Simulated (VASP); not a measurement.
# Ag (P6_3/mmc) in VASP: a series of runs, part 2 of 2

VASP 6.6.1.

**4. Electric field gradients, LDA (zz strain of -3 %)**

INCAR reads:

```
SYSTEM = Ag
ALGO = Normal ; EDIFF = 1E-8
ENCUT = 520 ; GGA = CA
ISIF = 2 ; ISMEAR = -1
LASPH = .TRUE. ; LCHARG = .FALSE.
LEFG = .TRUE. ; LREAL = .FALSE.
LWAVE = .FALSE. ; NBANDS = 30
NELM = 80 ; PREC = Accurate
SIGMA = 0.08
```

KPOINTS reads:

```
k-points
0
G
  14 14 4
  0 0 0
```

POSCAR reads:

```
Ag
1.0
    2.8861989086      0.0000000000      0.0000000000
   -1.4430994543      2.4995215753      0.0000000000
    0.0000000000      0.0000000000      9.7000000000
Ag
4
Direct
    0.3333333333      0.6666666667      0.2500000000
    0.6666666667      0.3333333333      0.7500000000
    0.0000000000      0.0000000000      0.0000000000
    0.0000000000      0.0000000000      0.5000000000
```

Potentials or basis: VASP PAW LDA potentials, release 64 (Ag).

Started as:

```
$ cat potpaw_LDA.64/Ag/POTCAR > POTCAR
$ mpirun -np 1 vasp_std > vasp.out
```

OUTCAR:

```text
SYSTEM = Ag
   EDIFF = 1E-8
   ENCUT = 520
   GGA = CA
   ISIF = 2
   ISMEAR = -1
   LASPH = .TRUE.
   LREAL = .FALSE.
   NELM = 80
   PREC = Accurate

 ion  position               nearest neighbor table
   1  0.333  0.667  0.250-   3 2.94   4 2.94   3 2.94   4 2.94   3 2.94   4 2.94
   2  0.667  0.333  0.750-   3 2.94   4 2.94   3 2.94   4 2.94   3 2.94   4 2.94
   3  0.000  0.000  0.000-   1 2.94   2 2.94   2 2.94   1 2.94   2 2.94   1 2.94
   4  0.000  0.000  0.500-   1 2.94   2 2.94   2 2.94   1 2.94   2 2.94   1 2.94

  LATTYP: Found a hexagonal cell.
 ALAT       =     2.8861989086
 C/A-ratio  =     3.3608217268

  Lattice vectors:

 A1 = (   2.8861989086,   0.0000000000,   0.0000000000)
 A2 = (  -1.4430994543,   2.4995215753,   0.0000000000)
 A3 = (   0.0000000000,   0.0000000000,   9.7000000000)

Analysis of symmetry for initial positions (statically):
=====================================================================
 Subroutine PRICEL returns:
 Original cell was already a primitive cell.

 Routine SETGRP: Setting up the symmetry group for a
 hexagonal supercell.

 Subroutine GETGRP returns: Found 24 space group operations
 (whereof 12 operations were pure point group operations)
 out of a pool of 24 trial point group operations.

The static configuration has the point symmetry D_3d.
 The point group associated with its full space group is D_6h.

Analysis of symmetry for dynamics (positions and initial velocities):
=====================================================================
 Subroutine PRICEL returns:
 Original cell was already a primitive cell.

 Routine SETGRP: Setting up the symmetry group for a
 hexagonal supercell.

 Subroutine GETGRP returns: Found 24 space group operations
 (whereof 12 operations were pure point group operations)
 out of a pool of 24 trial point group operations.

The dynamic configuration has the point symmetry D_3d.
 The point group associated with its full space group is D_6h.

 Subroutine INISYM returns: Found 24 space group operations
 (whereof 12 operations are pure point group operations),
 and found     1 'primitive' translations

----------------------------------------------------------------------------------------

                                     Primitive cell

  volume of cell :      69.9769

  direct lattice vectors                    reciprocal lattice vectors
     2.886198909  0.000000000  0.000000000     0.346476467  0.200038281  0.000000000
    -1.443099454  2.499521575  0.000000000     0.000000000  0.400076563  0.000000000
     0.000000000  0.000000000  9.700000000     0.000000000  0.000000000  0.103092784

  length of vectors
     2.886198909  2.886198909  9.700000000     0.400076563  0.400076563  0.103092784

  position of ions in fractional coordinates (direct lattice)
     0.333333333  0.666666667  0.250000000
     0.666666667  0.333333333  0.750000000
     0.000000000  0.000000000  0.000000000
     0.000000000  0.000000000  0.500000000

  ion indices of the primitive-cell ions
[... 91 lines left out ...]
   EFERMI =   0.00;   METHOD = LEGACY
   ISMEAR =    -1;   SIGMA  =   0.08  broadening in eV -4-tet -1-fermi 0-gaus
   EFERMI_NEDOS =   21; number of points for ismear=-14 and -15
   IALGO  =     38    algorithm
   IMIX   =      4    mixing-type and parameters
     AMIX     =   0.40;   BMIX     =  1.00
     AMIX_MAG =   1.60;   BMIX_MAG =  1.00
  volume/ion in A,a.u.               =      17.49       118.06
  Fermi-wavevector in a.u.,A,eV,Ry     =   1.402515  2.650369 26.763307  1.967048
  Thomas-Fermi vector in A             =   2.525269
   LORBIT       =      0    0 simple, 1 ext, 2 COOP (PROOUT), +10 PAW based schemes
   GGA     = CA    functional components
   LHFCALC =     F    Hartree Fock is set to
   AEXX    =    0.0000 exact exchange contribution
   IVDW    =     0    specifies the selected vdW correction
   LEPSILON=     F    determine dielectric tensor
   LRPA    =     F    only Hartree local field effects (RPA)
 non-spin polarized calculation
  energy-cutoff  :      520.00
  volume of cell :       69.98
 maximum number of plane-waves:      1933
 NGX is ok and might be reduce to    24
   NGX = 11   NGY = 11   NGZ = 37

 number of electron      43.9999989 magnetization

 Free energy of the ion-electron system (eV)
  ---------------------------------------------------
  ext. energy  EPLUGINS =         0.00000000
  ---------------------------------------------------
  free energy    TOTEN  =       -14.92887762 eV

  energy without entropy =      -14.90190492  energy(sigma->0) =      -14.91539127

 E-fermi :   7.7401     XC(G=0): -12.4317

 val. band max:        7.6888479736   @ k =   0.5000   0.0000   0.0000
 cond. band min:       7.7555336636   @ k =   0.1429   0.1429   0.5000
 fundamental gap:      0.0666856900
 Fermi energy:         7.7401069595

 k-point     1 :       0.0000    0.0000    0.0000
  band No.  band energies     occupation
      1       0.1492      2.00000
      2       1.4434      2.00000
      3       1.4484      2.00000
      4       1.5225      2.00000
      5       2.9895      2.00000
      6       3.1196      2.00000
[... 781 lines left out ...]
     29      14.3194      0.00000
     30      16.7376      0.00000

 [... further k-points ...]

------------------------ aborting loop because EDIFF is reached ----------------------------------------

  FORCE on cell =-STRESS in cart. coord.  units (eV):
  Direction    XX          YY          ZZ          XY          YZ          ZX
  --------------------------------------------------------------------------------------
  -------------------------------------------------------------------------------------
  Total       -3.6364486     -3.6364486     -4.7020201      0.0000000     -0.0000000     -0.0000000
  in kB      -83.2593764    -83.2593764   -107.6564811      0.0000000     -0.0000000     -0.0000000
  external PRESSURE =     -91.3917446 kB  Pullay stress =       0.0000000 kB

 VOLUME and BASIS-vectors are now :
 -----------------------------------------------------------------------------
  energy-cutoff  :      520.00
  volume of cell :       69.98
      direct lattice vectors                 reciprocal lattice vectors
     2.886198909  0.000000000  0.000000000     0.346476467  0.200038281  0.000000000
    -1.443099454  2.499521575  0.000000000     0.000000000  0.400076563  0.000000000
     0.000000000  0.000000000  9.700000000     0.000000000  0.000000000  0.103092784

 POSITION                                       TOTAL-FORCE (eV/Angst)
 -----------------------------------------------------------------------------------
     -0.00000      1.66635      2.42500         0.000000     -0.000000      0.000000
      1.44310      0.83317      7.27500         0.000000      0.000000     -0.000000
      0.00000      0.00000      0.00000        -0.000000      0.000000      0.000000
      0.00000      0.00000      4.85000        -0.000000      0.000000      0.000000
 -----------------------------------------------------------------------------------
    total drift:                               -0.000000      0.000000      0.000000

  FREE ENERGIE OF THE ION-ELECTRON SYSTEM (eV)
  ---------------------------------------------------
  free  energy   TOTEN  =       -14.9288776237 eV

  energy  without entropy=      -14.9019049167  energy(sigma->0) =      -14.91539127

 Electric field gradients (V/A^2)
---------------------------------------------------------------------
 ion       V_xx      V_yy      V_zz      V_xy      V_xz      V_yz
---------------------------------------------------------------------
   1      -4.280    -4.280     8.560    -0.000     0.000    -0.000
   2      -4.280    -4.280     8.560    -0.000     0.000    -0.000
   3      -3.323    -3.323     6.646    -0.000    -0.000     0.000
   4      -3.323    -3.323     6.646    -0.000     0.000    -0.000
---------------------------------------------------------------------

 Electric field gradients after diagonalization (V/A^2)
 (convention: |V_zz| > |V_xx| > |V_yy|)
----------------------------------------------------------------------
 ion       V_xx      V_yy      V_zz     asymmetry (V_yy - V_xx)/ V_zz
----------------------------------------------------------------------
   1      -4.280    -4.280     8.560       0.000
   2      -4.280    -4.280     8.560       0.000
   3      -3.323    -3.323     6.646       0.000
   4      -3.323    -3.323     6.646       0.000
----------------------------------------------------------------------

           NMR quadrupolar parameters

 Cq : quadrupolar parameter    Cq=e*Q*V_zz/h
 eta: asymmetry parameters     (V_yy - V_xx)/ V_zz
 Q  : nuclear electric quadrupole moment in mb (millibarn)
----------------------------------------------------------------------
 ion       Cq(MHz)       eta       Q (mb)
----------------------------------------------------------------------
   1       0.021       0.000       1.000
   2       0.021       0.000       1.000
   3       0.016       0.000       1.000
   4       0.016       0.000       1.000
----------------------------------------------------------------------
```

OSZICAR:

```text
N       E                     dE             d eps       ncg     rms          rms(c)
DAV:   1     0.291634207971E+03    0.29163E+03   -0.22616E+04  4344   0.145E+03
DAV:   2    -0.953089400101E+01   -0.30117E+03   -0.28547E+03  4452   0.332E+02
DAV:   3    -0.161151396156E+02   -0.65842E+01   -0.65415E+01  4982   0.559E+01
DAV:   4    -0.161455571889E+02   -0.30418E-01   -0.30412E-01  4656   0.370E+00
DAV:   5    -0.161458631115E+02   -0.30592E-03   -0.30592E-03  4932   0.397E-01    0.103E+01
DAV:   6    -0.149806486513E+02    0.11652E+01   -0.36808E+00  4536   0.156E+01    0.659E+00
DAV:   7    -0.149449848502E+02    0.35664E-01   -0.34641E-02  4770   0.121E+00    0.366E+00
DAV:   8    -0.149288476970E+02    0.16137E-01   -0.20011E-03  4692   0.380E-01    0.100E-01
DAV:   9    -0.149288689272E+02   -0.21230E-04   -0.77259E-05  4974   0.113E-01    0.220E-02
DAV:  10    -0.149288771150E+02   -0.81877E-05   -0.63910E-06  4782   0.204E-02    0.113E-02
DAV:  11    -0.149288776303E+02   -0.51531E-06   -0.20888E-06  4800   0.112E-02    0.144E-03
DAV:  12    -0.149288776237E+02    0.65402E-08   -0.28757E-08  3998   0.242E-03
   1 F= -.14928878E+02 E0= -.14915391E+02  d E =-.269727E-01
```

Wall time 84 s (1 thread of Intel Xeon Platinum 8488C (Sapphire Rapids), shared host); peak memory 0.23 GiB.

What came out:

```
Free energy                             : -14.9289 eV
Pressure                                : -9.1 GPa
Band gap on the k mesh                  : zero (bands 22 and 23 overlap by 5.93 eV)
Largest electric field gradient by atom : Ag +8.6, +6.6 (each value once) V/Å²
```

Electric field gradients, principal values (V/Å²):
```csv
atom,least,middle,greatest (by size)
1 Ag,-4.280,-4.280,8.560
2 Ag,-4.280,-4.280,8.560
3 Ag,-3.323,-3.323,6.646
4 Ag,-3.323,-3.323,6.646
```

Caveat: the cell differs from its parent crystal (zz strain of -3 %); the cell stands under tension; without QUAD_EFG the Cq values of the log hold for a quadrupole moment of 1 mb, not for the nuclei.
